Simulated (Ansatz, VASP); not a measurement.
One calculation of Cu, two programs

```
Cu
1.0
     1.23450   -4.02870    0.00000
     1.23450    4.02870    0.00000
     0.00000    0.00000    2.50807
Cu
2
Direct
  0.86613 0.13387 0.75000
  0.13387 0.86613 0.25000
```

Alike in both runs: task single point; functional LDA; k mesh 11 × 11 × 11; occupations fermi-dirac, width 0.05 eV; no spin polarisation.

```csv
,VASP,Ansatz
version,VASP 6.6.1,Ansatz 0.2.0
potentials or method,"VASP PAW LDA potentials, release 64 (Cu)",Ansatz PAW
plane-wave cutoff (eV),520,420
valence electrons in the cell,22,38
```

VASP gave:

| Item | Value |
| --- | --- |
| gap on the k mesh at the Fermi level (eV) | none |
| pressure (GPa) | -11.5 |
| traceless stress, the component that is largest in VASP (GPa) | -0.90 |
| rms of the force components (eV/Å) | 0.048 |

Problem. Estimate Ansatz's values.

Solution. gap on the k mesh at the Fermi level (eV): none; pressure (GPa): -12.3; traceless stress, the component that is largest in VASP (GPa): -0.97; rms of the force components (eV/Å): 0.050.

LDA's correlation is that of Perdew and Zunger in VASP and of Perdew and Wang (1992) in Ansatz. Atom by atom the forces differ by 0.002 eV/Å (rms over components). A gap of «none» marks a metal or a gap that the smearing closes. VASP's potentials hold 22 valence electrons a cell and Ansatz's 38, so a difference there can come from the potentials and not from the codes.
